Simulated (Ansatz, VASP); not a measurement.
**ZrN in VASP and in Ansatz**

Contents of INCAR:

```
ALGO     = Normal         # electronic algorithm
EDIFF    = 1E-6           # SCF threshold, eV
ENCUT    = 600            # plane-wave cutoff, eV
GGA      = PS             # functional
GGA_COMPAT= False        
ISIF     = 2              # what is computed and relaxed
ISMEAR   = 0              # smearing method
LASPH    = True           # aspherical terms in the spheres
LCHARG   = False          # write CHGCAR
LREAL    = False          # projectors in reciprocal space
LWAVE    = False          # write WAVECAR
NBANDS   = 16             # bands
NELM     = 120            # most SCF steps
PREC     = Accurate       # precision mode
SIGMA    = 0.1            # smearing width, eV
```

The input KPOINTS:

```
k-points
0
Gamma
  6 6 6
```

POSCAR

```
ZrN
1.0
    0.0000000000      2.2942655900      2.2942655900
    2.2942655900      0.0000000000      2.2942655900
    2.2942655900      2.2942655900      0.0000000000
Zr N
1 1
Direct
    0.5000000000      0.5000000000      0.5000000000
    0.0000000000      0.0000000000      0.0000000000
```

Input for Ansatz:

```yaml
crystal:
  lattice:
    - [0.0, 2.29426559, 2.29426559]
    - [2.29426559, 0.0, 2.29426559]
    - [2.29426559, 2.29426559, 0.0]
  atoms:
    - { symbol: Zr, position: [0.5, 0.5, 0.5] }
    - { symbol: "N", position: [0.0, 0.0, 0.0] }
basis:
  ecutwfc: 420
kpoints:
  mp_grid: { grid: [6, 6, 6] }
hamiltonian:
  xc: pbesol
  pseudopotentials: { kind: paw, azcp: { folder: soft_1 } }
scf:
  occupations: { method: gaussian, width: 0.1 }
output:
  forces: true
  stress: true
  eigenvalues: true
```

Alike in both runs: task single point; functional PBEsol; k mesh 6 × 6 × 6; occupations gaussian, width 0.1 eV; no spin polarisation.

```csv
,VASP,Ansatz
version,VASP 6.6.1,Ansatz 0.2.0
potentials or method,"VASP PAW PBE potentials, release 64 (Zr_sv, N), cutoff 600 eV","scalar-relativistic, plane waves, PAW"
valence electrons in the cell,17,17
```

Ansatz gave:

| Property | Result |
| --- | --- |
| gap on the k mesh at the Fermi level (eV) | none |
| pressure (GPa) | -6.2 |

Question: Estimate VASP's values.

Answer: gap on the k mesh at the Fermi level (eV): none; pressure (GPa): -6.0.

VASP's potentials were made for PBE, not for PBEsol, and Ansatz warns of the same on its side. A gap of «none» marks a metal or a gap that the smearing closes.

The k mesh is coarse, so the values compare programs but aren't converged.
